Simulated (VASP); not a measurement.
# H12CO5 in VASP: further runs

H12CO5 is run at these levels: PBE; tasks: single point.

Everything below comes from runs of VASP 6.6.1. Logs are shortened: lines on timing, memory, paths and dates and some standing lists are left out, and cuts for length are marked.

## 1. The cell of the first run

The cell holds an amorphous packing of atoms, 18 atoms: a = 6.241 Å, b = 6.241 Å, c = 6.241 Å, α = 90.00°, β = 90.00°, γ = 90.00°.

## 2. Single point, PBE

INCAR

```
SYSTEM = H12CO5
  PREC = Accurate
  ENCUT = 520
  EDIFF = 1E-6
  ISMEAR = -1
  SIGMA = 0.05
  LREAL = Auto
  LASPH = .TRUE.
  NELM = 100
  ALGO = Normal
  ISIF = 2
  LWAVE = .FALSE.
  LCHARG = .FALSE.
  GGA = PE
  NBANDS = 38
```

KPOINTS

```
regular mesh
0
G
  1 1 1
  0 0 0
```

POSCAR

```
H12CO5
1.0
    6.2411070000      0.0000000000      0.0000000000
    0.0000000000      6.2411070000      0.0000000000
    0.0000000000      0.0000000000      6.2411070000
O H C
5 12 1
Direct
    0.9714886392      0.1202517489      0.2845962581
    0.3540804915      0.1694063791      0.0864205309
    0.4474534706      0.7955575614      0.8824410795
    0.8458680161      0.3304635286      0.6528930075
    0.1275468323      0.6474912850      0.6268328370
    0.8509078630      0.1371274591      0.1883123861
    0.9245078237      0.1946611007      0.4174462835
    0.2136102290      0.1600308993      0.1622923422
    0.3490177074      0.3046862195      0.0100377590
    0.4121125228      0.9367293913      0.9485634130
    0.5908798531      0.8148563313      0.8259448885
    0.9502491354      0.4529299233      0.6552247680
    0.7058752986      0.3947363711      0.6329408790
    0.0718700651      0.6714411142      0.3032287726
    0.2415916999      0.6989719609      0.7255329620
    0.2948971845      0.8196078623      0.3938000589
    0.3144389477      0.5327918122      0.3708978455
    0.2091259201      0.6679867517      0.4127533289
```

Potentials or basis: VASP PAW PBE potentials, release 64 (O, H, C).

Launch:

```
$ cat potpaw_PBE.64/O/POTCAR potpaw_PBE.64/H/POTCAR potpaw_PBE.64/C/POTCAR > POTCAR
$ mpirun -np 1 vasp_gam > vasp.out
```

OUTCAR:

```text
SYSTEM = H12CO5
   PREC = Accurate
   ENCUT = 520
   EDIFF = 1E-6
   ISMEAR = -1
   LREAL = Auto
   LASPH = .TRUE.
   NELM = 100
   ISIF = 2
   GGA = PE

 ion  position               nearest neighbor table
   1  0.971  0.120  0.285-   6 0.97   7 0.99
   2  0.354  0.169  0.086-   9 0.97   8 1.00
   3  0.447  0.796  0.882-  11 0.97  10 1.00
   4  0.846  0.330  0.653-  13 0.97  12 1.00
   5  0.128  0.647  0.627-  15 0.99  18 1.44
   6  0.851  0.137  0.188-   1 0.97
   7  0.925  0.195  0.417-   1 0.99
   8  0.214  0.160  0.162-   2 1.00
   9  0.349  0.305  0.010-   2 0.97
  10  0.412  0.937  0.949-   3 1.00
  11  0.591  0.815  0.826-   3 0.97
  12  0.950  0.453  0.655-   4 1.00
  13  0.706  0.395  0.633-   4 0.97
  14  0.072  0.671  0.303-  18 1.10
  15  0.242  0.699  0.726-   5 0.99
  16  0.295  0.820  0.394-  18 1.09
  17  0.314  0.533  0.371-  18 1.10
  18  0.209  0.668  0.413-  16 1.09  14 1.10  17 1.10   5 1.44

  LATTYP: Found a simple cubic cell.
 ALAT       =     6.2411070000

  Lattice vectors:

 A1 = (   6.2411070000,   0.0000000000,   0.0000000000)
 A2 = (   0.0000000000,   6.2411070000,   0.0000000000)
 A3 = (   0.0000000000,   0.0000000000,   6.2411070000)

Analysis of symmetry for initial positions (statically):
=====================================================================
 Subroutine PRICEL returns:
 Original cell was already a primitive cell.

 Routine SETGRP: Setting up the symmetry group for a
 simple cubic supercell.

 Subroutine GETGRP returns: Found  1 space group operations
 (whereof  1 operations were pure point group operations)
 out of a pool of 48 trial point group operations.

The static configuration has the point symmetry C_1 .

Analysis of symmetry for dynamics (positions and initial velocities):
=====================================================================
 Subroutine PRICEL returns:
 Original cell was already a primitive cell.

 Routine SETGRP: Setting up the symmetry group for a
 simple cubic supercell.

 Subroutine GETGRP returns: Found  1 space group operations
 (whereof  1 operations were pure point group operations)
 out of a pool of 48 trial point group operations.

The dynamic configuration has the point symmetry C_1 .

 Subroutine INISYM returns: Found  1 space group operations
 (whereof  1 operations are pure point group operations),
 and found     1 'primitive' translations

----------------------------------------------------------------------------------------

                                     Primitive cell

  volume of cell :     243.1000

  direct lattice vectors                    reciprocal lattice vectors
     6.241107000  0.000000000  0.000000000     0.160227985  0.000000000  0.000000000
     0.000000000  6.241107000  0.000000000     0.000000000  0.160227985  0.000000000
     0.000000000  0.000000000  6.241107000     0.000000000  0.000000000  0.160227985

  length of vectors
     6.241107000  6.241107000  6.241107000     0.160227985  0.160227985  0.160227985

  position of ions in fractional coordinates (direct lattice)
     0.971488639  0.120251749  0.284596258
     0.354080491  0.169406379  0.086420531
     0.447453471  0.795557561  0.882441079
     0.845868016  0.330463529  0.652893007
     0.127546832  0.647491285  0.626832837
     0.850907863  0.137127459  0.188312386
     0.924507824  0.194661101  0.417446283
     0.213610229  0.160030899  0.162292342
     0.349017707  0.304686219  0.010037759
     0.412112523  0.936729391  0.948563413
     0.590879853  0.814856331  0.825944888
     0.950249135  0.452929923  0.655224768
     0.705875299  0.394736371  0.632940879
     0.071870065  0.671441114  0.303228773
     0.241591700  0.698971961  0.725532962
     0.294897185  0.819607862  0.393800059
     0.314438948  0.532791812  0.370897845
     0.209125920  0.667986752  0.412753329

  ion indices of the primitive-cell ions
   primitive index   ion index
                 1           1
                 2           2
                 3           3
                 4           4
                 5           5
                 6           6
                 7           7
                 8           8
                 9           9
                10          10
                11          11
                12          12
                13          13
                14          14
                15          15
                16          16
                17          17
                18          18

----------------------------------------------------------------------------------------

 KPOINTS: regular mesh

Automatic generation of k-mesh.
 Grid dimensions read from file:
 generate k-points for:    1    1    1

 Generating k-lattice:

  Cartesian coordinates                     Fractional coordinates (reciprocal lattice)
     0.160227985  0.000000000  0.000000000     1.000000000  0.000000000  0.000000000
     0.000000000  0.160227985  0.000000000     0.000000000  1.000000000  0.000000000
     0.000000000  0.000000000  0.160227985     0.000000000  0.000000000  1.000000000

  Length of vectors
     0.160227985  0.160227985  0.160227985

  Shift w.r.t. Gamma in fractional coordinates (k-lattice)
     0.000000000  0.000000000  0.000000000

 Subroutine IBZKPT returns following result:
 ===========================================

 Found      1 irreducible k-points:

 Following reciprocal coordinates:
            Coordinates               Weight
  0.000000  0.000000  0.000000      1.000000
   k-points           NKPTS =      1   k-points in BZ     NKDIM =      1   number of bands    NBANDS=     38
   number of dos      NEDOS =    301   number of ions     NIONS =     18
   total plane-waves  NPLWV = 110592
   dimension x,y,z NGX =    48 NGY =   48 NGZ =   48
   dimension x,y,z NGXF=    96 NGYF=   96 NGZF=   96
   ions per type =               5  12   1
   NGX,Y,Z   is equivalent  to a cutoff of  12.79, 12.79, 12.79 a.u.
   NGXF,Y,Z  is equivalent  to a cutoff of  25.57, 25.57, 25.57 a.u.
 SYSTEM =  H12CO5
   PREC   = accura    normal or accurate (medium, high low for compatibility)
   ISTART =      0    job   : 0-new  1-cont  2-samecut
   ICHARG =      2    charge: 1-file 2-atom 10-const
   ISPIN  =      1    spin polarized calculation?
   LNONCOLLINEAR =      F non collinear calculations
   LSORBIT =      F    spin-orbit coupling
   LASPH  =      T    aspherical Exc in radial PAW
   ENCUT  =  520.0 eV  38.22 Ry    6.18 a.u.  11.60 11.60 11.60*2*pi/ulx,y,z
   NELM   =    100;   NELMIN=  2; NELMDL= -5     # of ELM steps
   EDIFF  = 0.1E-05   stopping-criterion for ELM
   LREAL  =      T    real-space projection
   EDIFFG = 0.1E-04   stopping-criterion for IOM
   NSW    =      0    number of steps for IOM
   IBRION =     -1    ionic relax: 0-MD 1-quasi-New 2-CG
   NFREE  =      0    steps in history (QN), initial steepest desc. (CG)
   ISIF   =      2    stress and relaxation
   ISYM   =      2    0-nonsym 1-usesym 2-fastsym
   POTIM  = 0.5000    time-step for ionic-motion
   TEBEG  =    0.0;   TEEND  =   0.0 temperature during run
   PSTRESS=    0.0 pullay stress
   NELECT =      46.0000    total number of electrons
   NUPDOWN=      -1.0000    fix difference up-down
   EMIN   =  10.00;   EMAX   =-10.00  energy-range for DOS
   EFERMI =   0.00;   METHOD = LEGACY
   ISMEAR =    -1;   SIGMA  =   0.05  broadening in eV -4-tet -1-fermi 0-gaus
   EFERMI_NEDOS =   21; number of points for ismear=-14 and -15
   IALGO  =     38    algorithm
   IMIX   =      4    mixing-type and parameters
     AMIX     =   0.40;   BMIX     =  1.00
     AMIX_MAG =   1.60;   BMIX_MAG =  1.00
  volume/ion in A,a.u.               =      13.51        91.14
  Fermi-wavevector in a.u.,A,eV,Ry     =   0.939866  1.776089 12.018674  0.883348
  Thomas-Fermi vector in A             =   2.067220
   LORBIT       =      0    0 simple, 1 ext, 2 COOP (PROOUT), +10 PAW based schemes
   GGA     = PE    functional components
   LHFCALC =     F    Hartree Fock is set to
   AEXX    =    0.0000 exact exchange contribution
   IVDW    =     0    specifies the selected vdW correction
   LEPSILON=     F    determine dielectric tensor
   LRPA    =     F    only Hartree local field effects (RPA)
 non-spin polarized calculation
  energy-cutoff  :      520.00
  volume of cell :      243.10
 maximum number of plane-waves:      3310
 NGX is ok and might be reduce to    48
   NGX = 23   NGY = 23   NGZ = 23

 number of electron      45.9999999 magnetization

 Free energy of the ion-electron system (eV)
  ---------------------------------------------------
  ext. energy  EPLUGINS =         0.00000000
  ---------------------------------------------------
  free energy    TOTEN  =       -88.95064162 eV

  energy without entropy =      -88.95064162  energy(sigma->0) =      -88.95064162

 E-fermi :  -2.7196     XC(G=0):  -5.7011

 val. band max:       -4.0132687358   @ k =   0.0000   0.0000   0.0000
 cond. band min:       0.2022787359   @ k =   0.0000   0.0000   0.0000
 fundamental gap:      4.2155474717
 Fermi energy:        -2.7195776790

 k-point     1 :       0.0000    0.0000    0.0000
  band No.  band energies     occupation
      1     -23.2328      2.00000
      2     -22.9502      2.00000
      3     -22.8998      2.00000
      4     -22.5678      2.00000
      5     -22.4500      2.00000
      6     -14.2785      2.00000
      7     -10.9096      2.00000
      8     -10.8435      2.00000
      9     -10.6240      2.00000
     10     -10.4737      2.00000
     11      -9.9360      2.00000
     12      -8.2567      2.00000
     13      -8.1429      2.00000
     14      -7.8462      2.00000
     15      -7.3629      2.00000
     16      -6.8646      2.00000
     17      -6.4370      2.00000
     18      -5.6993      2.00000
     19      -5.0386      2.00000
     20      -4.9379      2.00000
     21      -4.9239      2.00000
     22      -4.8139      2.00000
     23      -4.0133      2.00000
     24       0.2023      0.00000
     25       3.1071      0.00000
     26       3.3061      0.00000
     27       3.7839      0.00000
     28       3.8422      0.00000
     29       4.2848      0.00000
     30       4.6666      0.00000
     31       5.6148      0.00000
     32       6.2131      0.00000
     33       6.3123      0.00000
     34       6.4704      0.00000
     35       6.7088      0.00000
 [bands above 35 left out]

------------------------ aborting loop because EDIFF is reached ----------------------------------------

  FORCE on cell =-STRESS in cart. coord.  units (eV):
  Direction    XX          YY          ZZ          XY          YZ          ZX
  --------------------------------------------------------------------------------------
  -------------------------------------------------------------------------------------
  Total       -0.1824919      0.0242239      0.3216208     -0.0370595     -0.0190993      0.0994690
  in kB       -1.2027333      0.1596502      2.1196779     -0.2442444     -0.1258759      0.6555617
  external PRESSURE =       0.3588649 kB  Pullay stress =       0.0000000 kB

 VOLUME and BASIS-vectors are now :
 -----------------------------------------------------------------------------
  energy-cutoff  :      520.00
  volume of cell :      243.10
      direct lattice vectors                 reciprocal lattice vectors
     6.241107000  0.000000000  0.000000000     0.160227985  0.000000000  0.000000000
     0.000000000  6.241107000  0.000000000     0.000000000  0.160227985  0.000000000
     0.000000000  0.000000000  6.241107000     0.000000000  0.000000000  0.160227985

 POSITION                                       TOTAL-FORCE (eV/Angst)
 -----------------------------------------------------------------------------------
      6.06316      0.75050      1.77620         0.014672      0.011572      0.054218
      2.20985      1.05728      0.53936         0.059037     -0.030292     -0.009110
      2.79260      4.96516      5.50741        -0.010121     -0.033019     -0.035717
      5.27915      2.06246      4.07478         0.055015     -0.074633     -0.059250
      0.79603      4.04106      3.91213        -0.028733     -0.032832      0.073346
      5.31061      0.85583      1.17528        -0.105458     -0.027934     -0.212682
      5.76995      1.21490      2.60533         0.044708      0.011444      0.206986
      1.33316      0.99877      1.01288        -0.107645     -0.043994      0.032254
      2.17826      1.90158      0.06265         0.020630      0.049021     -0.059625
      2.57204      5.84623      5.92009        -0.114597      0.107511      0.108252
      3.68774      5.08561      5.15481         0.125328     -0.043904     -0.080586
      5.93061      2.82678      4.08933         0.026467      0.038619      0.044857
      4.40544      2.46359      3.95025        -0.077576      0.041656     -0.006881
      0.44855      4.19054      1.89248        -0.017629     -0.052353     -0.038171
      1.50780      4.36236      4.52813         0.001387      0.017425      0.080565
      1.84048      5.11526      2.45775         0.127279      0.103086     -0.000979
      1.96245      3.32521      2.31481         0.037477      0.002129     -0.015132
      1.30518      4.16898      2.57604        -0.050241     -0.043500     -0.082347
 -----------------------------------------------------------------------------------
    total drift:                                0.003979      0.004038      0.006241

  FREE ENERGIE OF THE ION-ELECTRON SYSTEM (eV)
  ---------------------------------------------------
  free  energy   TOTEN  =       -88.9506416238 eV

  energy  without entropy=      -88.9506416238  energy(sigma->0) =      -88.95064162
```

Wall time 11 s (1 thread of Intel Xeon 6975P-C (Granite Rapids), shared host); peak memory 0.31 GiB.

What came out:

```yaml
Free_energy: -88.9506 eV
Pressure: 0.0 GPa
Largest_force: 0.239 eV/Å
Band_gap_on_the_k_mesh: 4.22 eV
```

Forces in eV/Å, atoms in the order of the input:
```
O    0.015  0.012  0.054
O    0.059 -0.030 -0.009
O   -0.010 -0.033 -0.036
O    0.055 -0.075 -0.059
O   -0.029 -0.033  0.073
H   -0.105 -0.028 -0.213
H    0.045  0.011  0.207
H   -0.108 -0.044  0.032
H    0.021  0.049 -0.060
H   -0.115  0.108  0.108
H    0.125 -0.044 -0.081
H    0.026  0.039  0.045
H   -0.078  0.042 -0.007
H   -0.018 -0.052 -0.038
H    0.001  0.017  0.081
H    0.127  0.103 -0.001
H    0.037  0.002 -0.015
C   -0.050 -0.043 -0.082
```

Stress tensor (GPa, compression positive):
```
-0.12 -0.02  0.07
-0.02  0.02 -0.01
 0.07 -0.01  0.21
```

Levels at points of the mesh, in eV from the valence-band top:
| k point | band 19 | band 20 | band 21 | band 22 | band 23 | band 24 | band 25 | band 26 | band 27 | band 28 |
| --- | --- | --- | --- | --- | --- | --- | --- | --- | --- | --- |
| (0.00, 0.00, 0.00) | -1.03 | -0.92 | -0.91 | -0.80 | 0.00 | 4.22 | 7.12 | 7.32 | 7.80 | 7.86 |

Caveat: the k points lie up to 1.01 Å⁻¹ apart.

(Part 1 of 2 ends here.)
